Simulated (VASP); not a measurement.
# Mg3ZrN (P4/nmm) in VASP: single point with r2SCAN

Aim: the single point of Mg3ZrN with r2SCAN.

Program: VASP 6.6.1. These are calculated values, not measurements. Logs are shortened: lines on timing, memory, paths and dates and some standing lists are left out, and cuts for length are marked.

## Step 1: The cell of the first run

The structure is tetragonal, space group P4/nmm (No. 129). Conventional cell: a = 3.235 Å, b = 3.235 Å, c = 17.703 Å, α = 90.00°, β = 90.00°, γ = 90.00°. Within 3.0 Å of Mg (site symmetry 4mm) lie 1 N at 2.28 Å. Within 4.6 Å of Mg (site symmetry 4mm) lie 18 Mg at 3.17 to 4.57 Å. Within 4.1 Å of Mg (site symmetry 4mm) lie 12 Mg at 3.13 to 3.23 Å. Zr (site symmetry 4mm) has 5 N at 2.23 to 2.29 Å within 3.0 Å. N (site symmetry 4mm) has 5 Zr at 2.23 to 2.29 Å and 1 Mg at 2.28 Å within 3.0 Å.

## Step 2: Single point, r2SCAN

File POSCAR:

```
Mg3ZrN
1.0
    3.2346845927      0.0000000000      0.0000000000
    0.0000000000      3.2346845927      0.0000000000
    0.0000000000      0.0000000000     17.7033164729
Mg Zr N
6 2 2
Direct
    0.5000000000      0.0000000000      0.8076751203
    0.0000000000      0.5000000000      0.1923248797
    0.5000000000      0.0000000000      0.5626839559
    0.0000000000      0.5000000000      0.4373160441
    0.0000000000      0.5000000000      0.6867053026
    0.5000000000      0.0000000000      0.3132946974
    0.0000000000      0.5000000000      0.9375161624
    0.5000000000      0.0000000000      0.0624838376
    0.5000000000      0.0000000000      0.9364294104
    0.0000000000      0.5000000000      0.0635705896
```

File INCAR.step1:

```
PREC = Accurate
ENCUT = 520
ISMEAR = 0
SIGMA = 0.1
LREAL = False
LASPH = True
NELM = 100
NBANDS = 34
GGA = PE
ALGO = Normal
EDIFF = 1E-4
LWAVE = True
LCHARG = False
```

File INCAR.step2:

```
PREC = Accurate
ENCUT = 520
EDIFF = 1E-6
ISMEAR = 0
SIGMA = 0.1
LREAL = False
LASPH = True
NELM = 100
ALGO = Normal
ISIF = 2
LWAVE = False
LCHARG = False
METAGGA = R2SCAN
LMIXTAU = True
NBANDS = 34
ISTART = 1
```

File KPOINTS:

```
regular mesh
0
Gamma
  10 10 2
```

Potentials or basis: VASP PAW PBE potentials, release 64 (Mg, Zr_sv, N).

Launch:

```console
$ cat potpaw_PBE.64/Mg/POTCAR potpaw_PBE.64/Zr_sv/POTCAR potpaw_PBE.64/N/POTCAR > POTCAR
$ cp INCAR.step1 INCAR
$ mpirun -np 1 vasp_std > vasp.out
$ cp INCAR.step2 INCAR
$ mpirun -np 1 vasp_std > vasp.out
```

OUTCAR:

```text
PREC = Accurate
   ENCUT = 520
   EDIFF = 1E-6
   ISMEAR = 0
   LREAL = False
   LASPH = True
   NELM = 100
   ISIF = 2
   METAGGA = R2SCAN
   ISTART = 1

 ion  position               nearest neighbor table
   1  0.500  0.000  0.808-   9 2.28   5 3.13   5 3.13   5 3.13   5 3.13   7 3.24   7 3.24   7 3.24
                             7 3.24
   2  0.000  0.500  0.192-  10 2.28   6 3.13   6 3.13   6 3.13   6 3.13   8 3.24   8 3.24   8 3.24
                             8 3.24
   3  0.500  0.000  0.563-   5 3.17   5 3.17   5 3.17   5 3.17   4 3.19   4 3.19   4 3.19   4 3.19

   4  0.000  0.500  0.437-   6 3.17   6 3.17   6 3.17   6 3.17   3 3.19   3 3.19   3 3.19   3 3.19

   5  0.000  0.500  0.687-   1 3.13   1 3.13   1 3.13   1 3.13   3 3.17   3 3.17   3 3.17   3 3.17

   6  0.500  0.000  0.313-   2 3.13   2 3.13   2 3.13   2 3.13   4 3.17   4 3.17   4 3.17   4 3.17

   7  0.000  0.500  0.938-  10 2.23   9 2.29   9 2.29   9 2.29   9 2.29   8 3.18   8 3.18   8 3.18
                             8 3.18   1 3.24   1 3.24   1 3.24   1 3.24
   8  0.500  0.000  0.062-   9 2.23  10 2.29  10 2.29  10 2.29  10 2.29   7 3.18   7 3.18   7 3.18
                             7 3.18   2 3.24   2 3.24   2 3.24   2 3.24
   9  0.500  0.000  0.936-   8 2.23   1 2.28   7 2.29   7 2.29   7 2.29   7 2.29
  10  0.000  0.500  0.064-   7 2.23   2 2.28   8 2.29   8 2.29   8 2.29   8 2.29

  LATTYP: Found a simple tetragonal cell.
 ALAT       =     3.2346845927
 C/A-ratio  =     5.4729652816

  Lattice vectors:

 A1 = (   3.2346845927,   0.0000000000,   0.0000000000)
 A2 = (   0.0000000000,   3.2346845927,   0.0000000000)
 A3 = (   0.0000000000,   0.0000000000,  17.7033164729)

Analysis of symmetry for initial positions (statically):
=====================================================================
 Subroutine PRICEL returns:
 Original cell was already a primitive cell.

 Routine SETGRP: Setting up the symmetry group for a
 simple tetragonal supercell.

 Subroutine GETGRP returns: Found 16 space group operations
 (whereof  8 operations were pure point group operations)
 out of a pool of 16 trial point group operations.

The static configuration has the point symmetry D_2d.
 The point group associated with its full space group is D_4h.

Analysis of symmetry for dynamics (positions and initial velocities):
=====================================================================
 Subroutine PRICEL returns:
 Original cell was already a primitive cell.

 Routine SETGRP: Setting up the symmetry group for a
 simple tetragonal supercell.

 Subroutine GETGRP returns: Found 16 space group operations
 (whereof  8 operations were pure point group operations)
 out of a pool of 16 trial point group operations.

The dynamic configuration has the point symmetry D_2d.
 The point group associated with its full space group is D_4h.

 Subroutine INISYM returns: Found 16 space group operations
 (whereof  8 operations are pure point group operations),
 and found     1 'primitive' translations

----------------------------------------------------------------------------------------

                                     Primitive cell

  volume of cell :     185.2331

  direct lattice vectors                    reciprocal lattice vectors
     3.234684593  0.000000000  0.000000000     0.309149152  0.000000000  0.000000000
     0.000000000  3.234684593  0.000000000     0.000000000  0.309149152  0.000000000
     0.000000000  0.000000000 17.703316473     0.000000000  0.000000000  0.056486591

  length of vectors
     3.234684593  3.234684593 17.703316473     0.309149152  0.309149152  0.056486591

  position of ions in fractional coordinates (direct lattice)
     0.500000000  0.000000000  0.807675120
     0.000000000  0.500000000  0.192324880
     0.500000000  0.000000000  0.562683956
     0.000000000  0.500000000  0.437316044
     0.000000000  0.500000000  0.686705303
     0.500000000  0.000000000  0.313294697
     0.000000000  0.500000000  0.937516162
     0.500000000  0.000000000  0.062483838
     0.500000000  0.000000000  0.936429410
     0.000000000  0.500000000  0.063570590

  ion indices of the primitive-cell ions
   primitive index   ion index
                 1           1
                 2           2
                 3           3
                 4           4
                 5           5
                 6           6
                 7           7
                 8           8
                 9           9
                10          10

----------------------------------------------------------------------------------------

 KPOINTS: regular mesh

Automatic generation of k-mesh.
 Grid dimensions read from file:
 generate k-points for:   10   10    2

 Generating k-lattice:

  Cartesian coordinates                     Fractional coordinates (reciprocal lattice)
     0.030914915  0.000000000  0.000000000     0.100000000  0.000000000  0.000000000
     0.000000000  0.030914915  0.000000000     0.000000000  0.100000000  0.000000000
     0.000000000  0.000000000  0.028243296     0.000000000  0.000000000  0.500000000

  Length of vectors
     0.030914915  0.030914915  0.028243296

  Shift w.r.t. Gamma in fractional coordinates (k-lattice)
     0.000000000  0.000000000  0.000000000

 Subroutine IBZKPT returns following result:
 ===========================================

 Found     42 irreducible k-points:

 Following reciprocal coordinates:
            Coordinates               Weight
  0.000000  0.000000  0.000000      1.000000
  0.100000  0.000000  0.000000      4.000000
  0.200000  0.000000  0.000000      4.000000
  0.300000  0.000000  0.000000      4.000000
  0.400000  0.000000  0.000000      4.000000
  0.500000  0.000000  0.000000      2.000000
[... 16 lines left out ...]
  0.100000  0.000000  0.500000      4.000000
  0.200000  0.000000  0.500000      4.000000
 [... further k-points ...]
   k-points           NKPTS =     42   k-points in BZ     NKDIM =     42   number of bands    NBANDS=     34
   number of dos      NEDOS =    301   number of ions     NIONS =     10
   total plane-waves  NPLWV =  80640
   dimension x,y,z NGX =    24 NGY =   24 NGZ =  140
   dimension x,y,z NGXF=    48 NGYF=   48 NGZF=  280
   ions per type =               6   2   2
   NGX,Y,Z   is equivalent  to a cutoff of  12.33, 12.33, 13.15 a.u.
   NGXF,Y,Z  is equivalent  to a cutoff of  24.67, 24.67, 26.29 a.u.
 SYSTEM =  unknown system
   PREC   = accura    normal or accurate (medium, high low for compatibility)
   ISTART =      1    job   : 0-new  1-cont  2-samecut
   ICHARG =      0    charge: 1-file 2-atom 10-const
   ISPIN  =      1    spin polarized calculation?
   LNONCOLLINEAR =      F non collinear calculations
   LSORBIT =      F    spin-orbit coupling
   LASPH  =      T    aspherical Exc in radial PAW
   ENCUT  =  520.0 eV  38.22 Ry    6.18 a.u.   6.01  6.01 32.92*2*pi/ulx,y,z
   NELM   =    100;   NELMIN=  2; NELMDL=  0     # of ELM steps
   EDIFF  = 0.1E-05   stopping-criterion for ELM
   LREAL  =      F    real-space projection
   EDIFFG = 0.1E-04   stopping-criterion for IOM
   NSW    =      0    number of steps for IOM
   IBRION =     -1    ionic relax: 0-MD 1-quasi-New 2-CG
   NFREE  =      0    steps in history (QN), initial steepest desc. (CG)
   ISIF   =      2    stress and relaxation
   ISYM   =      2    0-nonsym 1-usesym 2-fastsym
   POTIM  = 0.5000    time-step for ionic-motion
   TEBEG  =    0.0;   TEEND  =   0.0 temperature during run
   PSTRESS=    0.0 pullay stress
   NELECT =      46.0000    total number of electrons
   NUPDOWN=      -1.0000    fix difference up-down
   EMIN   =  10.00;   EMAX   =-10.00  energy-range for DOS
   EFERMI =   0.00;   METHOD = LEGACY
   ISMEAR =     0;   SIGMA  =   0.10  broadening in eV -4-tet -1-fermi 0-gaus
   EFERMI_NEDOS =   21; number of points for ismear=-14 and -15
   IALGO  =     38    algorithm
   IMIX   =      4    mixing-type and parameters
     AMIX     =   0.40;   BMIX     =  1.00
     AMIX_MAG =   1.60;   BMIX_MAG =  1.00
  volume/ion in A,a.u.               =      18.52       125.00
  Fermi-wavevector in a.u.,A,eV,Ry     =   1.029014  1.944554 14.406798  1.058870
  Thomas-Fermi vector in A             =   2.163040
   LORBIT       =      0    0 simple, 1 ext, 2 COOP (PROOUT), +10 PAW based schemes
   METAGGA = R2SCAN    functional components
   LHFCALC =     F    Hartree Fock is set to
   AEXX    =    0.0000 exact exchange contribution
   IVDW    =     0    specifies the selected vdW correction
   LEPSILON=     F    determine dielectric tensor
   LRPA    =     F    only Hartree local field effects (RPA)
 non-spin polarized calculation
 Gauss-broadening in eV      SIGMA  =   0.10
  energy-cutoff  :      520.00
  volume of cell :      185.23
 maximum number of plane-waves:      5044
   NGX = 13   NGY = 13   NGZ = 65

 number of electron      45.9999999 magnetization

 Free energy of the ion-electron system (eV)
  ---------------------------------------------------
  ext. energy  EPLUGINS =         0.00000000
  ---------------------------------------------------
  free energy    TOTEN  =       -95.62809659 eV

  energy without entropy =      -95.60911643  energy(sigma->0) =      -95.61860651

 E-fermi :   5.1210     XC(G=0): -10.1806

 val. band max:        5.1203734963   @ k =   0.3000   0.1000   0.5000
 cond. band min:       5.1267832416   @ k =   0.4000   0.4000   0.0000
 fundamental gap:      0.0064097453
 Fermi energy:         5.1210370914

 k-point     1 :       0.0000    0.0000    0.0000
  band No.  band energies     occupation
      1     -46.2617      2.00000
      2     -46.1399      2.00000
      3     -23.9697      2.00000
      4     -23.4846      2.00000
      5     -23.4846      2.00000
      6     -23.4374      2.00000
[... 26 lines left out ...]
     33       9.2586      0.00000
     34       9.9382      0.00000
[... 820 lines left out ...]
      4     -23.8130      2.00000
      5     -23.4470      2.00000
      6     -23.4328      2.00000
[... 26 lines left out ...]
     33       9.2225      0.00000
     34       9.4122      0.00000

 [... further k-points ...]

------------------------ aborting loop because EDIFF is reached ----------------------------------------

  FORCE on cell =-STRESS in cart. coord.  units (eV):
  Direction    XX          YY          ZZ          XY          YZ          ZX
  --------------------------------------------------------------------------------------
  -------------------------------------------------------------------------------------
  Total       -1.0173187     -1.0173187     -1.5538510      0.0000000     -0.0000000      0.0000000
  in kB       -8.7993195     -8.7993195    -13.4400668      0.0000000     -0.0000000      0.0000000
  external PRESSURE =     -10.3462353 kB  Pullay stress =       0.0000000 kB

 VOLUME and BASIS-vectors are now :
 -----------------------------------------------------------------------------
  energy-cutoff  :      520.00
  volume of cell :      185.23
      direct lattice vectors                 reciprocal lattice vectors
     3.234684593  0.000000000  0.000000000     0.309149152  0.000000000  0.000000000
     0.000000000  3.234684593  0.000000000     0.000000000  0.309149152  0.000000000
     0.000000000  0.000000000 17.703316473     0.000000000  0.000000000  0.056486591

 POSITION                                       TOTAL-FORCE (eV/Angst)
 -----------------------------------------------------------------------------------
      1.61734      0.00000     14.29853        -0.000000     -0.000000      0.045524
      0.00000      1.61734      3.40479        -0.000000      0.000000     -0.045524
      1.61734      0.00000      9.96137        -0.000000      0.000000      0.001919
      0.00000      1.61734      7.74194        -0.000000     -0.000000     -0.001919
      0.00000      1.61734     12.15696        -0.000000      0.000000      0.008959
      1.61734      0.00000      5.54636        -0.000000      0.000000     -0.008959
      0.00000      1.61734     16.59715        -0.000000     -0.000000     -0.171282
      1.61734      0.00000      1.10617         0.000000      0.000000      0.171282
      1.61734      0.00000     16.57791         0.000000      0.000000      0.068743
      0.00000      1.61734      1.12541        -0.000000      0.000000     -0.068743
 -----------------------------------------------------------------------------------
    total drift:                                0.000000      0.000000      0.000000

  FREE ENERGIE OF THE ION-ELECTRON SYSTEM (eV)
  ---------------------------------------------------
  free  energy   TOTEN  =       -95.6280965877 eV

  energy  without entropy=      -95.6091164266  energy(sigma->0) =      -95.61860651
```

It took 21 min on 1 thread of Oxide Virtual Turin-like, shared host; peak memory 0.42 GiB.

What came out:

* Free energy: -95.6281 eV
* Pressure: -1.0 GPa
* Largest force: 0.171 eV/Å
* Band gap on the k mesh: zero (bands 23 and 24 overlap by 1.95 eV)

Forces on the atoms (eV/Å):
```
Mg   0.000  0.000  0.046
Mg   0.000  0.000 -0.046
Mg   0.000  0.000  0.002
Mg   0.000  0.000 -0.002
Mg   0.000  0.000  0.009
Mg   0.000  0.000 -0.009
Zr   0.000  0.000 -0.171
Zr   0.000  0.000  0.171
N    0.000  0.000  0.069
N    0.000  0.000 -0.069
```

Levels at points of the mesh, in eV from the Fermi level:
```
           k point  band 19  band 20  band 21  band 22  band 23  band 24  band 25  band 26  band 27  band 28
(0.00, 0.00, 0.00)    -3.20    -3.20    -2.91    -2.80    -1.15     0.14     0.37     0.89     0.89     2.11
(0.50, 0.00, 0.00)    -2.91    -2.91    -2.27    -2.27    -0.50    -0.50     0.46     0.46     2.50     2.50
(0.50, 0.50, 0.00)    -0.22    -0.22    -0.05    -0.05     0.74     0.74     1.12     1.12     1.25     1.25
(0.00, 0.00, 0.50)    -3.20    -3.20    -2.91    -1.97    -1.15    -1.07     0.89     0.89     1.56     2.11
(0.50, 0.00, 0.50)    -3.01    -3.01    -2.14    -2.14    -0.75    -0.75     0.98     0.98     1.72     1.72
(0.50, 0.50, 0.50)    -0.34    -0.34     0.35     0.35     0.53     0.53     0.79     0.79     1.00     1.00
```

Caveat: the PAW data sets were made with another functional, which shifts forces and pressure a little.
